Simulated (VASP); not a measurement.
# MgS (zincblende type) (F-43m) in VASP: notebook

MgS (zincblende type) is run at these levels: PBE; tasks: single point, relaxation of cell and atoms.

Everything below comes from runs of VASP 6.6.1. Logs are shortened: lines on timing, memory, paths and dates and some standing lists are left out, and cuts for length are marked.

### Step 1. The cell of the first run

The structure is cubic, space group F-43m (No. 216). Conventional cell: a = 5.790 Å, b = 5.790 Å, c = 5.790 Å, α = 90.00°, β = 90.00°, γ = 90.00°. Mg (site symmetry -43m) has 4 S at 2.51 Å within 3.3 Å. Within 3.3 Å of S (site symmetry -43m) lie 4 Mg at 2.51 Å.

### Step 2. Single point, PBE (volume scaled by 1.05)

INCAR reads:

```
PREC = Accurate ; ENCUT = 520
EDIFF = 1E-6 ; ISMEAR = -1
SIGMA = 0.05 ; LREAL = False
LASPH = True ; NELM = 60
ALGO = Normal ; ISIF = 2
LWAVE = False ; LCHARG = True
GGA = PE ; LELF = True
LVHAR = True ; NBANDS = 11
```

KPOINTS reads:

```
Automatic mesh
0
Gamma
  13 13 13
```

POSCAR reads:

```
MgS
1.0
    0.0000000000      2.8950775382      2.8950775382
    2.8950775382      0.0000000000      2.8950775382
    2.8950775382      2.8950775382      0.0000000000
Mg S
1 1
Direct
    0.0000000000      0.0000000000      0.0000000000
    0.2500000000      0.2500000000      0.2500000000
```

Potentials or basis: VASP PAW PBE potentials, release 64 (Mg, S).

Command:

```bash
$ cat potpaw_PBE.64/Mg/POTCAR potpaw_PBE.64/S/POTCAR > POTCAR
$ mpirun -np 1 vasp_std > vasp.out
```

OUTCAR:

```text
PREC = Accurate
   ENCUT = 520
   EDIFF = 1E-6
   ISMEAR = -1
   LREAL = False
   LASPH = True
   NELM = 60
   ISIF = 2
   GGA = PE

 ion  position               nearest neighbor table
   1  0.000  0.000  0.000-   2 2.51   2 2.51   2 2.51   2 2.51
   2  0.250  0.250  0.250-   1 2.51   1 2.51   1 2.51   1 2.51

  LATTYP: Found a face centered cubic cell.
 ALAT       =     5.7901550764

  Lattice vectors:

 A1 = (   0.0000000000,   2.8950775382,   2.8950775382)
 A2 = (   2.8950775382,   0.0000000000,   2.8950775382)
 A3 = (   2.8950775382,   2.8950775382,   0.0000000000)

Analysis of symmetry for initial positions (statically):
=====================================================================
 Subroutine PRICEL returns:
 Original cell was already a primitive cell.

 Routine SETGRP: Setting up the symmetry group for a
 face centered cubic supercell.

 Subroutine GETGRP returns: Found 24 space group operations
 (whereof 24 operations were pure point group operations)
 out of a pool of 48 trial point group operations.

The static configuration has the point symmetry T_d .

Analysis of symmetry for dynamics (positions and initial velocities):
=====================================================================
 Subroutine PRICEL returns:
 Original cell was already a primitive cell.

 Routine SETGRP: Setting up the symmetry group for a
 face centered cubic supercell.

 Subroutine GETGRP returns: Found 24 space group operations
 (whereof 24 operations were pure point group operations)
 out of a pool of 48 trial point group operations.

The dynamic configuration has the point symmetry T_d .

 Subroutine INISYM returns: Found 24 space group operations
 (whereof 24 operations are pure point group operations),
 and found     1 'primitive' translations

----------------------------------------------------------------------------------------

                                     Primitive cell

  volume of cell :      48.5300

  direct lattice vectors                    reciprocal lattice vectors
     0.000000000  2.895077538  2.895077538    -0.172706946  0.172706946  0.172706946
     2.895077538  0.000000000  2.895077538     0.172706946 -0.172706946  0.172706946
     2.895077538  2.895077538  0.000000000     0.172706946  0.172706946 -0.172706946

  length of vectors
     4.094257919  4.094257919  4.094257919     0.299137205  0.299137205  0.299137205

  position of ions in fractional coordinates (direct lattice)
     0.000000000  0.000000000  0.000000000
     0.250000000  0.250000000  0.250000000

  ion indices of the primitive-cell ions
   primitive index   ion index
                 1           1
                 2           2

----------------------------------------------------------------------------------------

 KPOINTS: Automatic mesh

Automatic generation of k-mesh.
 Grid dimensions read from file:
 generate k-points for:   13   13   13

 Generating k-lattice:

  Cartesian coordinates                     Fractional coordinates (reciprocal lattice)
    -0.013285150  0.013285150  0.013285150     0.076923077  0.000000000  0.000000000
     0.013285150 -0.013285150  0.013285150     0.000000000  0.076923077  0.000000000
     0.013285150  0.013285150 -0.013285150     0.000000000  0.000000000  0.076923077

  Length of vectors
     0.023010554  0.023010554  0.023010554

  Shift w.r.t. Gamma in fractional coordinates (k-lattice)
     0.000000000  0.000000000  0.000000000

 Subroutine IBZKPT returns following result:
 ===========================================

 Found     84 irreducible k-points:

 Following reciprocal coordinates:
            Coordinates               Weight
  0.000000  0.000000  0.000000      1.000000
  0.076923  0.000000  0.000000      8.000000
  0.153846  0.000000  0.000000      8.000000
  0.230769  0.000000  0.000000      8.000000
  0.307692  0.000000  0.000000      8.000000
  0.384615  0.000000  0.000000      8.000000
[... 16 lines left out ...]
  0.384615  0.153846  0.000000     24.000000
  0.461538  0.153846  0.000000     24.000000
 [... further k-points ...]
   k-points           NKPTS =     84   k-points in BZ     NKDIM =     84   number of bands    NBANDS=     11
   number of dos      NEDOS =    301   number of ions     NIONS =      2
   total plane-waves  NPLWV =  27000
   dimension x,y,z NGX =    30 NGY =   30 NGZ =   30
   dimension x,y,z NGXF=    60 NGYF=   60 NGZF=   60
   ions per type =               1   1
   NGX,Y,Z   is equivalent  to a cutoff of  12.18, 12.18, 12.18 a.u.
   NGXF,Y,Z  is equivalent  to a cutoff of  24.36, 24.36, 24.36 a.u.
 SYSTEM =  unknown system
   PREC   = accura    normal or accurate (medium, high low for compatibility)
   ISTART =      0    job   : 0-new  1-cont  2-samecut
   ICHARG =      2    charge: 1-file 2-atom 10-const
   ISPIN  =      1    spin polarized calculation?
   LNONCOLLINEAR =      F non collinear calculations
   LSORBIT =      F    spin-orbit coupling
   LASPH  =      T    aspherical Exc in radial PAW
   ENCUT  =  520.0 eV  38.22 Ry    6.18 a.u.   7.61  7.61  7.61*2*pi/ulx,y,z
   NELM   =     60;   NELMIN=  2; NELMDL= -5     # of ELM steps
   EDIFF  = 0.1E-05   stopping-criterion for ELM
   LREAL  =      F    real-space projection
   EDIFFG = 0.1E-04   stopping-criterion for IOM
   NSW    =      0    number of steps for IOM
   IBRION =     -1    ionic relax: 0-MD 1-quasi-New 2-CG
   NFREE  =      0    steps in history (QN), initial steepest desc. (CG)
   ISIF   =      2    stress and relaxation
   ISYM   =      2    0-nonsym 1-usesym 2-fastsym
   POTIM  = 0.5000    time-step for ionic-motion
   TEBEG  =    0.0;   TEEND  =   0.0 temperature during run
   PSTRESS=    0.0 pullay stress
   NELECT =       8.0000    total number of electrons
   NUPDOWN=      -1.0000    fix difference up-down
   EMIN   =  10.00;   EMAX   =-10.00  energy-range for DOS
   EFERMI =   0.00;   METHOD = LEGACY
   ISMEAR =    -1;   SIGMA  =   0.05  broadening in eV -4-tet -1-fermi 0-gaus
   EFERMI_NEDOS =   21; number of points for ismear=-14 and -15
   IALGO  =     38    algorithm
   IMIX   =      4    mixing-type and parameters
     AMIX     =   0.40;   BMIX     =  1.00
     AMIX_MAG =   1.60;   BMIX_MAG =  1.00
  volume/ion in A,a.u.               =      24.27       163.75
  Fermi-wavevector in a.u.,A,eV,Ry     =   0.897638  1.696290 10.962952  0.805754
  Thomas-Fermi vector in A             =   2.020247
   LORBIT       =      0    0 simple, 1 ext, 2 COOP (PROOUT), +10 PAW based schemes
   GGA     = PE    functional components
[... 5 lines left out ...]
 non-spin polarized calculation
  energy-cutoff  :      520.00
  volume of cell :       48.53
 maximum number of plane-waves:      1325
   NGX = 15   NGY = 15   NGZ = 15

 number of electron       7.9999998 magnetization

 Free energy of the ion-electron system (eV)
  ---------------------------------------------------
  ext. energy  EPLUGINS =         0.00000000
  ---------------------------------------------------
  free energy    TOTEN  =        -8.45302572 eV

  energy without entropy =       -8.45302572  energy(sigma->0) =       -8.45302572

 E-fermi :   1.7395     XC(G=0):  -8.1348

 val. band max:        0.6601066814   @ k =   0.0000   0.0000   0.0000
 cond. band min:       3.7915244350   @ k =   0.0000   0.0000   0.0000
 fundamental gap:      3.1314177536
 Fermi energy:         1.7395020730

 k-point     1 :       0.0000    0.0000    0.0000
  band No.  band energies     occupation
      1     -10.3973      2.00000
      2       0.6601      2.00000
      3       0.6601      2.00000
      4       0.6601      2.00000
      5       3.7915      0.00000
      6       8.4337      0.00000
      7       8.4337      0.00000
      8       8.4337      0.00000
      9      11.3476      0.00000
     10      11.3476      0.00000
     11      13.8243      0.00000

 k-point     2 :       0.0769    0.0000    0.0000
  band No.  band energies     occupation
      1     -10.3678      2.00000
      2       0.3811      2.00000
      3       0.6404      2.00000
      4       0.6404      2.00000
      5       4.0743      0.00000
      6       8.3375      0.00000
      7       8.5053      0.00000
      8       8.5053      0.00000
      9      11.1275      0.00000
     10      11.1275      0.00000
     11      13.7907      0.00000

 k-point     3 :       0.1538    0.0000    0.0000
  band No.  band energies     occupation
      1     -10.2838      2.00000
      2      -0.2347      2.00000
      3       0.5876      2.00000
      4       0.5876      2.00000
      5       4.6701      0.00000
      6       8.1643      0.00000
      7       8.6539      0.00000
      8       8.6539      0.00000
      9      10.8022      0.00000
     10      10.8022      0.00000
     11      13.2092      0.00000

 k-point     4 :       0.2308    0.0000    0.0000
  band No.  band energies     occupation
      1     -10.1597      2.00000
      2      -0.9146      2.00000
      3       0.5166      2.00000
      4       0.5166      2.00000
      5       5.2103      0.00000
      6       8.1412      0.00000
      7       8.6863      0.00000
      8       8.6863      0.00000
      9      10.8316      0.00000
     10      10.8316      0.00000
     11      12.6834      0.00000

 k-point     5 :       0.3077    0.0000    0.0000
  band No.  band energies     occupation
      1     -10.0194      2.00000
      2      -1.5209      2.00000
      3       0.4452      2.00000
      4       0.4452      2.00000
      5       5.4849      0.00000
      6       8.3846      0.00000
      7       8.5262      0.00000
      8       8.5262      0.00000
      9      11.3690      0.00000
     10      11.3690      0.00000
     11      12.4249      0.00000

 k-point     6 :       0.3846    0.0000    0.0000
  band No.  band energies     occupation
      1      -9.8953      2.00000
      2      -1.9734      2.00000
      3       0.3888      2.00000
      4       0.3888      2.00000
      5       5.5419      0.00000
      6       8.3298      0.00000
      7       8.3298      0.00000
      8       8.7202      0.00000
      9      12.2588      0.00000
     10      12.2588      0.00000
     11      12.5513      0.00000

 k-point     7 :       0.4615    0.0000    0.0000
  band No.  band energies     occupation
      1      -9.8216      2.00000
      2      -2.2159      2.00000
      3       0.3580      2.00000
      4       0.3580      2.00000
      5       5.5312      0.00000
      6       8.2119      0.00000
      7       8.2119      0.00000
      8       8.9156      0.00000
      9      12.9518      0.00000
     10      13.2893      0.00000
     11      13.2893      0.00000

 k-point     8 :       0.0769    0.0769    0.0000
  band No.  band energies     occupation
      1     -10.3579      2.00000
      2       0.3703      2.00000
      3       0.5940      2.00000
      4       0.5940      2.00000
      5       4.1684      0.00000
      6       8.2036      0.00000
      7       8.5857      0.00000
      8       8.5857      0.00000
      9      10.6910      0.00000
     10      11.4435      0.00000
     11      14.1586      0.00000
[... 141 lines left out ...]
 k-point    19 :      -0.0769    0.0769    0.0000
  band No.  band energies     occupation
      1     -10.3201      2.00000
      2       0.0515      2.00000
      3       0.5229      2.00000
      4       0.6450      2.00000
      5       4.4572      0.00000
      6       8.1694      0.00000
      7       8.5814      0.00000
      8       8.6725      0.00000
      9      10.5980      0.00000
     10      11.1648      0.00000
     11      13.9067      0.00000

 k-point    20 :       0.1538    0.1538    0.0000
  band No.  band energies     occupation
      1     -10.2463      2.00000
      2      -0.2301      2.00000
      3       0.4203      2.00000
      4       0.4203      2.00000
      5       4.9671      0.00000
      6       7.6699      0.00000
      7       9.0164      0.00000
      8       9.0164      0.00000
      9       9.5655      0.00000
     10      11.7292      0.00000
     11      14.8684      0.00000

 k-point    21 :       0.2308    0.1538    0.0000
  band No.  band energies     occupation
      1     -10.1537      2.00000
      2      -0.6645      2.00000
      3       0.3175      2.00000
      4       0.3305      2.00000
      5       5.4167      0.00000
      6       7.4435      0.00000
      7       8.8174      0.00000
      8       9.2527      0.00000
      9       9.6818      0.00000
     10      11.8684      0.00000
     11      14.3516      0.00000

 k-point    22 :       0.3077    0.1538    0.0000
  band No.  band energies     occupation
      1     -10.0313      2.00000
      2      -1.1768      2.00000
      3       0.2149      2.00000
      4       0.2337      2.00000
      5       5.8055      0.00000
      6       7.4297      0.00000
      7       8.3929      0.00000
      8       9.2877      0.00000
      9      10.3786      0.00000
     10      12.2185      0.00000
     11      13.8701      0.00000

 k-point    23 :       0.3846    0.1538    0.0000
  band No.  band energies     occupation
      1      -9.9046      2.00000
      2      -1.6301      2.00000
      3       0.0672      2.00000
      4       0.1852      2.00000
      5       5.9989      0.00000
      6       7.4969      0.00000
      7       8.3695      0.00000
      8       9.1227      0.00000
      9      11.1605      0.00000
     10      12.9400      0.00000
     11      13.6731      0.00000

 k-point    24 :       0.4615    0.1538    0.0000
  band No.  band energies     occupation
      1      -9.8047      2.00000
      2      -1.9464      2.00000
      3      -0.0793      2.00000
      4       0.1803      2.00000
      5       6.0830      0.00000
      6       7.3732      0.00000
      7       8.8574      0.00000
      8       8.9101      0.00000
      9      11.7920      0.00000
     10      13.7362      0.00000
     11      13.9514      0.00000

 [... further k-points ...]
[... 5 lines left out ...]
  --------------------------------------------------------------------------------------
  -------------------------------------------------------------------------------------
  Total       -0.7782067     -0.7782067     -0.7782067      0.0000000      0.0000000     -0.0000000
  in kB      -25.6918243    -25.6918243    -25.6918243      0.0000000      0.0000000     -0.0000000
  external PRESSURE =     -25.6918243 kB  Pullay stress =       0.0000000 kB

 VOLUME and BASIS-vectors are now :
 -----------------------------------------------------------------------------
  energy-cutoff  :      520.00
  volume of cell :       48.53
      direct lattice vectors                 reciprocal lattice vectors
     0.000000000  2.895077538  2.895077538    -0.172706946  0.172706946  0.172706946
     2.895077538  0.000000000  2.895077538     0.172706946 -0.172706946  0.172706946
     2.895077538  2.895077538  0.000000000     0.172706946  0.172706946 -0.172706946

 POSITION                                       TOTAL-FORCE (eV/Angst)
 -----------------------------------------------------------------------------------
      0.00000      0.00000      0.00000         0.000000      0.000000     -0.000000
      1.44754      1.44754      1.44754        -0.000000     -0.000000      0.000000
 -----------------------------------------------------------------------------------
    total drift:                               -0.000000     -0.000000     -0.000000

  FREE ENERGIE OF THE ION-ELECTRON SYSTEM (eV)
  ---------------------------------------------------
  free  energy   TOTEN  =        -8.4530257186 eV

  energy  without entropy=       -8.4530257186  energy(sigma->0) =       -8.45302572
```

It took 39 s on 1 thread of Intel Xeon Platinum 8259CL at 2.50GHz (Skylake/Cascade Lake), shared host; peak memory 0.19 GiB.

Results:

```
Free energy            : -8.4530 eV
Pressure               : -2.6 GPa
Band gap on the k mesh : 3.13 eV, direct
```

Caveat: the cell differs from its parent crystal (volume scaled by 1.05). A k mesh can miss the band edges.

### Step 3. Relaxation of cell and atoms, PBE

This run uses another cell than the first one, of 22.49 Å³/atom, 0.927 times its volume.

INCAR reads:

```
SYSTEM = MgS
PREC     = Accurate       ! precision mode
ENCUT    = 600            ! plane-wave cutoff, eV
EDIFF    = 1E-6           ! SCF threshold, eV
ISMEAR   = -1             ! smearing method
SIGMA    = 0.05           ! smearing width, eV
LREAL    = .False.        ! projectors in reciprocal space
LASPH    = .True.         ! aspherical terms in the spheres
NELM     = 60             ! most SCF steps
ALGO     = Normal         ! electronic algorithm
ISIF     = 3              ! what is computed and relaxed
LWAVE    = .False.        ! write WAVECAR
LCHARG   = .False.        ! write CHGCAR
GGA      = PE             ! functional
IBRION   = 2              ! ionic algorithm
NSW      = 100            ! ionic steps
EDIFFG   = -0.005         ! ionic threshold
```

KPOINTS reads:

```
Automatic mesh
0
Gamma
  13 13 13
  0 0 0
```

POSCAR reads:

```
MgS
1.0
    0.0000000000      2.8227749299      2.8227749299
    2.8227749299      0.0000000000      2.8227749299
    2.8227749299      2.8227749299      0.0000000000
Mg S
1 1
Direct
    0.0000000000      0.0000000000      0.0000000000
    0.2500000000      0.2500000000      0.2500000000
```

Potentials or basis: VASP PAW PBE potentials, release 64 (Mg, S).

Command:

```bash
$ cat potpaw_PBE.64/Mg/POTCAR potpaw_PBE.64/S/POTCAR > POTCAR
$ mpirun -np 1 vasp_std > vasp.out
```

Run time: 58 s. Hardware: 1 thread of Intel Xeon Platinum 8259CL at 2.50GHz (Skylake/Cascade Lake), shared host; peak memory 0.21 GiB.

It converged, with:

| Property | Result |
| --- | --- |
| Free energy | -8.4733 eV |
| Relaxed volume | 23.06 Å³/atom |
| Relaxed cell | a = 4.025 Å, b = 4.025 Å, c = 4.025 Å, α = 60.00°, β = 60.00°, γ = 60.00° |
| Space group after relaxing (to 0.05 Å) | F-43m (No. 216) |
| Energy gained by relaxing | 2.6 meV/atom |
| Ionic steps | 3 |
| Pressure after relaxing | 0.0 GPa |
| Band gap on the k mesh | 3.38 eV, direct |

Step by step:
| step | energy change (eV) | largest force (eV/Å) | pressure (GPa) | volume (Å³) |
| --- | --- | --- | --- | --- |
| 1 | 0.0000 | 0.0000 | 1.47 | 44.98 |
| 2 | -0.0049 | 0.0000 | -0.27 | 46.35 |
| 3 | -0.0051 | 0.0000 | 0.00 | 46.12 |

Final structure:
```cif
data_structure
_symmetry_space_group_name_H-M 'P 1'
_symmetry_Int_Tables_number 1
_cell_length_a 4.0254
_cell_length_b 4.0254
_cell_length_c 4.0254
_cell_angle_alpha 60.000
_cell_angle_beta 60.000
_cell_angle_gamma 60.000
_cell_volume 46.12
loop_
_atom_site_label
_atom_site_type_symbol
_atom_site_fract_x
_atom_site_fract_y
_atom_site_fract_z
_atom_site_occupancy
Mg1 Mg 0.00000 0.00000 0.00000 1
S1 S 0.25000 0.25000 0.25000 1
```

Levels at points of the mesh, in eV from the valence-band top:
```
           k point  band 1  band 2  band 3  band 4  band 5  band 6  band 7  band 8
(0.00, 0.00, 0.00)  -11.21    0.00    0.00    0.00    3.38    7.91    7.91    7.91
```
